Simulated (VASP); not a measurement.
WSe2:

```
CELL_PARAMETERS angstrom
1.65107 0.95325 6.57965
-1.65107 0.95325 6.57965
0.00000 -1.90650 6.57965
ATOMIC_POSITIONS crystal
W 0.99998 0.99998 0.99998
Se 0.41765 0.41765 0.41765
Se 0.24903 0.24903 0.24903
```

Base run:

- Program: VASP 6.6.1
- Functional: r2SCAN
- Potentials or basis: VASP PAW PBE potentials, release 64 (W_sv, Se)
- Cutoff: 520 eV
- k mesh: 10 × 10 × 10
- Occupations: gaussian, width 0.01 eV
- Spin: no spin polarisation

Its results: band gap on the k mesh 1.20 eV (least direct gap 1.97 eV); pressure 1.6 GPa; largest force 0.006 eV/Å.

Question: The run is repeated on the same cell with these changes: functional from r2SCAN to PBE; occupations from gaussian, width 0.01 eV to fermi-dirac, width 0.02 eV. What comes out?

Answer: Band gap on the k mesh 1.08 eV (least direct gap 1.86 eV); pressure 3.6 GPa; largest force 0.322 eV/Å.

Caveats: spin-orbit coupling is left out, which moves the levels of the heavy elements; the PAW data sets were made with another functional, which shifts forces and pressure a little (at least some runs); the cell stands under pressure (at least some runs).

A k mesh can miss the band edges.
